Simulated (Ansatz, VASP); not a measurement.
# Cu: VASP beside Ansatz

The input POSCAR:

```
Cu
1.0
    0.0000000000      1.8883500000      1.8883500000
    1.8883500000      0.0000000000      1.8883500000
    1.8883500000      1.8883500000      0.0000000000
Cu
1
Direct
    0.0000000000      0.0000000000      0.0000000000
```

The input INCAR.step1:

```
SYSTEM = Cu
PREC = Accurate
ENCUT = 660
ISMEAR = -1
SIGMA = 0.0586
LREAL = .FALSE.
LASPH = .TRUE.
NELM = 120
NBANDS = 12
GGA = PE
ALGO = Normal
EDIFF = 1E-5
LWAVE = .TRUE.
LCHARG = .FALSE.
GGA_COMPAT = .FALSE.
```

Contents of INCAR.step2:

```
SYSTEM = Cu
PREC = Accurate
ENCUT = 660
EDIFF = 1E-6
ISMEAR = -1
SIGMA = 0.0586
LREAL = .FALSE.
LASPH = .TRUE.
NELM = 120
ALGO = Normal
ISIF = 2
LWAVE = .FALSE.
LCHARG = .FALSE.
METAGGA = R2SCAN
LMIXTAU = .TRUE.
NBANDS = 12
ISTART = 1
GGA_COMPAT = .FALSE.
```

File KPOINTS:

```
Automatic mesh
0
G
  15 15 15
  0 0 0
```

Input for Ansatz:

```yaml
crystal:
  lattice:
    - [0.0, 1.88835, 1.88835]
    - [1.88835, 0.0, 1.88835]
    - [1.88835, 1.88835, 0.0]
  atoms:
    - { symbol: Cu, position: [0.0, 0.0, 0.0] }
  symmetry: { tolerance: 0.0003 }
kpoints:
  mp_grid: { grid: [15, 15, 15], shift: [0, 0, 0] }
  band_path:
    path:
      - [0.0, 0.0, 0.0]
      - [0.5, 0.0, 0.5]
      - [0.625, 0.25, 0.625]
      - [0.375, 0.375, 0.75]
      - [0.0, 0.0, 0.0]
      - [0.5, 0.5, 0.5]
      - [0.5, 0.25, 0.75]
      - [0.5, 0.0, 0.5]
    npoints: 8
magnetization:
  spin_polarized: false
scf:
  occupations: { method: fermi_dirac, width: 0.0586 }
  lower_state_search: "off"
  max_iter: 200
hamiltonian:
  pseudopotentials: { kind: paw }
  xc: r2scan
basis:
  ecutwfc: 500
  fft_grid_basis: typed
output:
  forces: true
  stress: true
  eigenvalues: true
  bader: true
  populations: true
  elf: true
  write_potential: true
  volumetric_format: npy
  dos:
    e_range: [-12, 8]
    de: 0.05
    projected: { site_lists: { Cu: [Cu] } }
checkpoint:
  read: saved_state
```

Alike in both runs: task single point; functional r2SCAN; k mesh 15 × 15 × 15; occupations fermi-dirac, width 0.0586 eV; no spin polarisation.

|  | VASP | Ansatz |
| --- | --- | --- |
| version | VASP 6.6.1 | Ansatz 0.2.0 |
| potentials or method | VASP PAW PBE potentials, release 64 (Cu), cutoff 660 eV | PAW plane waves |
| valence electrons in the cell | 11 | 19 |

VASP gave:

```
pressure (GPa) : -17.4
```

Task: Estimate Ansatz's values.

Result: Pressure (GPa): -17.6.

VASP's potentials were made for PBE, not for r2SCAN. VASP's potentials hold 11 valence electrons a cell and Ansatz's 19, so a difference there can come from the potentials and not from the codes.
